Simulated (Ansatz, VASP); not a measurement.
One calculation of Al, two programs

```
CELL_PARAMETERS angstrom
0.00000 1.96326 2.05434
1.96326 0.00000 2.05434
1.96326 1.96326 0.00000
ATOMIC_POSITIONS crystal
Al 0.00000 0.00000 0.00000
```

Change from the starting cell: strain -0.030 along x and y, +0.015 along z, atoms carried along.

Alike in both runs: task single point; functional PBEsol; k mesh 20 × 20 × 20; occupations gaussian, width 0.15 eV; no spin polarisation.

```csv
,VASP,Ansatz
version,VASP 6.6.1,Ansatz 0.2.0
potentials or method,"VASP PAW PBE potentials, release 64 (Al), cutoff 520 eV","scalar-relativistic, plane waves, PAW"
valence electrons in the cell,3,3
```

```tsv
	VASP	Ansatz	Ansatz less VASP
gap on the k mesh at the Fermi level (eV)	none	none	-
pressure (GPa)	2.0	1.9	-0.07
traceless stress, the component that is largest in VASP (GPa)	-1.98	-1.96	+0.014
```

VASP's potentials were made for PBE, not for PBEsol. A gap of «none» marks a metal or a gap that the smearing closes. The functional is the same, so the differences come from potentials, cutoffs and numerics.
